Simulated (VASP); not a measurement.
# MgB2 (P-1) in VASP: further runs, part 2 of 2

VASP 6.6.1. The steps go on from the part before.

### 3 Electric field gradients, LDA (equal xy, yz and zx shear strains of -1 %)

File INCAR:

```
SYSTEM = MgB2
PREC     = Accurate       ! precision mode
ENCUT    = 520            ! plane-wave cutoff, eV
EDIFF    = 1E-8           ! SCF threshold, eV
ISMEAR   = -1             ! smearing method
SIGMA    = 0.05           ! smearing width, eV
LREAL    = .FALSE.        ! projectors in reciprocal space
LASPH    = .TRUE.         ! aspherical terms in the spheres
NELM     = 100            ! most SCF steps
ALGO     = Normal         ! electronic algorithm
ISIF     = 2              ! what is computed and relaxed
LWAVE    = .FALSE.        ! write WAVECAR
LCHARG   = .FALSE.        ! write CHGCAR
GGA      = CA             ! functional
LEFG     = .TRUE.       
NBANDS   = 11             ! bands
```

File KPOINTS:

```
Automatic mesh
0
G
  12 12 9
  0 0 0
```

File POSCAR:

```
MgB2
1.0
    3.0850007055     -0.0154250035     -0.0154250035
   -1.5558587977      2.6794014835     -0.0056459431
   -0.0176150000     -0.0176150000      3.5230000000
Mg B
1 2
Direct
    0.0000000000      0.0000000000      0.0000000000
    0.3333333333      0.6666666667      0.5000000000
    0.6666666667      0.3333333333      0.5000000000
```

Potentials or basis: VASP PAW LDA potentials, release 64 (Mg, B).

On the command line:

```
cat potpaw_LDA.64/Mg/POTCAR potpaw_LDA.64/B/POTCAR > POTCAR
mpirun -np 1 vasp_std > vasp.out
```

OUTCAR:

```text
SYSTEM = MgB2
   PREC = Accurate
   ENCUT = 520
   EDIFF = 1E-8
   ISMEAR = -1
   LREAL = .FALSE.
   LASPH = .TRUE.
   NELM = 100
   ISIF = 2
   GGA = CA

 ion  position               nearest neighbor table
   1  0.000  0.000  0.000-   3 2.48   2 2.48   3 2.49   2 2.49   2 2.51   3 2.51   2 2.52   3 2.52
                             2 2.52   3 2.52   3 2.52   2 2.52
   2  0.333  0.667  0.500-   3 1.77   3 1.78   3 1.79   1 2.48   1 2.49   1 2.51   1 2.52   1 2.52
                             1 2.52
   3  0.667  0.333  0.500-   2 1.77   2 1.78   2 1.79   1 2.48   1 2.49   1 2.51   1 2.52   1 2.52
                             1 2.52

  LATTYP: Found a triclinic cell.
 ALAT       =     3.0717242137
 B/A-ratio  =     1.7320508075
 C/A-ratio  =     2.3242213277
 COS(alpha) =     0.0024240748
 COS(beta)  =     0.4407536095
 COS(gamma) =     0.8635100504

  Lattice vectors:

 A1 = (   1.5291419078,   2.6639764800,  -0.0210709466)
 A2 = (   4.6141426133,   2.6485514765,  -0.0364959501)
 A3 = (  -3.0941025954,   5.3764179670,  -3.5342918862)

Analysis of symmetry for initial positions (statically):
=====================================================================
 Subroutine PRICEL returns:
 Original cell was already a primitive cell.

 Routine SETGRP: Setting up the symmetry group for a
 triclinic supercell.

 Subroutine GETGRP returns: Found  2 space group operations
 (whereof  2 operations were pure point group operations)
 out of a pool of  2 trial point group operations.

The static configuration has the point symmetry S_2 .

Analysis of symmetry for dynamics (positions and initial velocities):
=====================================================================
 Subroutine PRICEL returns:
 Original cell was already a primitive cell.

 Routine SETGRP: Setting up the symmetry group for a
 triclinic supercell.

 Subroutine GETGRP returns: Found  2 space group operations
 (whereof  2 operations were pure point group operations)
 out of a pool of  2 trial point group operations.

The dynamic configuration has the point symmetry S_2 .

 Subroutine INISYM returns: Found  2 space group operations
 (whereof  2 operations are pure point group operations),
 and found     1 'primitive' translations

----------------------------------------------------------------------------------------

                                     Primitive cell

  volume of cell :      29.0350

  direct lattice vectors                    reciprocal lattice vectors
     3.085000706 -0.015425003 -0.015425003     0.325105811  0.188785909  0.002569459
    -1.555858798  2.679401483 -0.005645943     0.001880974  0.374313874  0.001880974
    -0.017615000 -0.017615000  3.523000000     0.001426449  0.001426449  0.283863257

  length of vectors
     3.085077830  3.098373894  3.523088074     0.375952803  0.374323326  0.283870425

  position of ions in fractional coordinates (direct lattice)
     0.000000000  0.000000000  0.000000000
     0.333333333  0.666666667  0.500000000
     0.666666667  0.333333333  0.500000000

  ion indices of the primitive-cell ions
   primitive index   ion index
                 1           1
                 2           2
[... 89 lines left out ...]
   EFERMI_NEDOS =   21; number of points for ismear=-14 and -15
   IALGO  =     38    algorithm
   IMIX   =      4    mixing-type and parameters
     AMIX     =   0.40;   BMIX     =  1.00
     AMIX_MAG =   1.60;   BMIX_MAG =  1.00
  volume/ion in A,a.u.               =       9.68        65.31
  Fermi-wavevector in a.u.,A,eV,Ry     =   1.065282  2.013090 15.440232  1.134825
  Thomas-Fermi vector in A             =   2.200828
   LORBIT       =      0    0 simple, 1 ext, 2 COOP (PROOUT), +10 PAW based schemes
   GGA     = CA    functional components
   LHFCALC =     F    Hartree Fock is set to
   AEXX    =    0.0000 exact exchange contribution
   IVDW    =     0    specifies the selected vdW correction
   LEPSILON=     F    determine dielectric tensor
   LRPA    =     F    only Hartree local field effects (RPA)
 non-spin polarized calculation
  energy-cutoff  :      520.00
  volume of cell :       29.03
 maximum number of plane-waves:       794
   NGX = 11   NGY = 11   NGZ = 13

 number of electron       8.0000000 magnetization

 Free energy of the ion-electron system (eV)
  ---------------------------------------------------
  ext. energy  EPLUGINS =         0.00000000
  ---------------------------------------------------
  free energy    TOTEN  =       -17.24959540 eV

  energy without entropy =      -17.24519221  energy(sigma->0) =      -17.24739380

 E-fermi :   5.1774     XC(G=0): -11.0954

 val. band max:        5.1754623391   @ k =  -0.0833  -0.0000   0.2222
 cond. band min:       5.1886040031   @ k =  -0.1667  -0.4167   0.1111
 fundamental gap:      0.0131416641
 Fermi energy:         5.1773902859

 k-point     1 :       0.0000    0.0000    0.0000
  band No.  band energies     occupation
      1      -7.0793      2.00000
      2       2.2836      2.00000
      3       5.5303      0.00172
      4       5.5891      0.00053
      5       6.8640      0.00000
      6      11.3978      0.00000
      7      11.5408      0.00000
      8      13.4405      0.00000
      9      15.0128      0.00000
     10      17.7349      0.00000
     11      21.1068      0.00000
[... 309 lines left out ...]
 k-point    24 :       0.3333    0.1667    0.0000
  band No.  band energies     occupation
      1      -3.7940      2.00000
      2      -1.1032      2.00000
      3       1.4225      2.00000
      4       5.3174      0.11459
      5       8.7276      0.00000
      6       9.9409      0.00000
      7      11.3099      0.00000
      8      13.0187      0.00000
      9      15.2404      0.00000
     10      17.0597      0.00000
     11      17.9898      0.00000

 [... further k-points ...]
[... 5 lines left out ...]
  --------------------------------------------------------------------------------------
  -------------------------------------------------------------------------------------
  Total       -1.5457685     -1.5489363     -1.3352688      0.3560999      0.1354414      0.1353750
  in kB      -85.2970268    -85.4718309    -73.6814467     19.6499408      7.4737886      7.4701269
  external PRESSURE =     -81.4834348 kB  Pullay stress =       0.0000000 kB

 VOLUME and BASIS-vectors are now :
 -----------------------------------------------------------------------------
  energy-cutoff  :      520.00
  volume of cell :       29.03
      direct lattice vectors                 reciprocal lattice vectors
     3.085000706 -0.015425003 -0.015425003     0.325105811  0.188785909  0.002569459
    -1.555858798  2.679401483 -0.005645943     0.001880974  0.374313874  0.001880974
    -0.017615000 -0.017615000  3.523000000     0.001426449  0.001426449  0.283863257

 POSITION                                       TOTAL-FORCE (eV/Angst)
 -----------------------------------------------------------------------------------
      0.00000      0.00000      0.00000         0.000000     -0.000000      0.000000
     -0.01771      1.77232      1.75259         0.014790     -0.000264     -0.001199
      1.52924      0.87404      1.74933        -0.014790      0.000264      0.001199
 -----------------------------------------------------------------------------------
    total drift:                                0.000000     -0.000000      0.000000

  FREE ENERGIE OF THE ION-ELECTRON SYSTEM (eV)
  ---------------------------------------------------
  free  energy   TOTEN  =       -17.2495953966 eV

  energy  without entropy=      -17.2451922089  energy(sigma->0) =      -17.24739380

 Electric field gradients (V/A^2)
---------------------------------------------------------------------
 ion       V_xx      V_yy      V_zz      V_xy      V_xz      V_yz
---------------------------------------------------------------------
   1       0.206     0.200    -0.406    -0.591    -1.265    -1.265
   2     -10.021   -10.001    20.022    -0.380     0.009     0.009
   3     -10.021   -10.001    20.022    -0.380     0.009     0.009
---------------------------------------------------------------------

 Electric field gradients after diagonalization (V/A^2)
 (convention: |V_zz| > |V_xx| > |V_yy|)
----------------------------------------------------------------------
 ion       V_xx      V_yy      V_zz     asymmetry (V_yy - V_xx)/ V_zz
----------------------------------------------------------------------
   1       1.393     0.794    -2.187       0.274
   2     -10.391    -9.631    20.022       0.038
   3     -10.391    -9.631    20.022       0.038
----------------------------------------------------------------------

           NMR quadrupolar parameters

 Cq : quadrupolar parameter    Cq=e*Q*V_zz/h
 eta: asymmetry parameters     (V_yy - V_xx)/ V_zz
 Q  : nuclear electric quadrupole moment in mb (millibarn)
----------------------------------------------------------------------
 ion       Cq(MHz)       eta       Q (mb)
----------------------------------------------------------------------
   1      -0.005       0.274       1.000
   2       0.048       0.038       1.000
   3       0.048       0.038       1.000
----------------------------------------------------------------------
```

Run time: 3.1 min. Hardware: 1 thread of Intel Xeon 8259CL, shared host; peak memory 0.32 GiB.

Results:

```yaml
Free_energy: -17.2496 eV
Pressure: -8.1 GPa
Largest_force: 0.015 eV/Å
Band_gap_on_the_k_mesh: zero (bands 4 and 5 overlap by 3.65 eV)
Largest_electric_field_gradient_by_atom: Mg -2.2; B +20.0 V/Å²
```

Forces on the atoms (eV/Å):
```
Mg   0.000  0.000  0.000
B    0.015  0.000 -0.001
B   -0.015  0.000  0.001
```

Stress tensor (GPa, compression positive):
```
-8.53  1.96  0.75
 1.96 -8.55  0.75
 0.75  0.75 -7.37
```

Levels at points of the mesh, in eV from the Fermi level:
```csv
k point,band 1,band 2,band 3,band 4,band 5,band 6,band 7,band 8,band 9
"(0.00, 0.00, 0.00)",-12.26,-2.89,0.35,0.41,1.69,6.22,6.36,8.26,9.84
"(0.50, 0.00, 0.00)",-8.32,-7.72,-2.21,0.28,3.09,3.83,5.40,7.03,12.31
"(0.00, 0.50, 0.00)",-8.37,-7.73,-2.14,0.25,3.08,3.94,5.35,7.03,12.38
"(0.50, 0.50, 0.00)",-8.41,-7.75,-2.06,0.21,3.07,4.05,5.31,7.03,12.45
```

Electric field gradients, principal values (V/Å²):
| atom | least | middle | greatest (by size) |
| --- | --- | --- | --- |
| 1 Mg | 0.794 | 1.393 | -2.187 |
| 2 B | -9.631 | -10.391 | 20.022 |
| 3 B | -9.631 | -10.391 | 20.022 |

Caveat: the cell differs from its parent crystal (equal xy, yz and zx shear strains of -1 %); the cell stands under tension; without QUAD_EFG the Cq values of the log hold for a quadrupole moment of 1 mb, not for the nuclei.
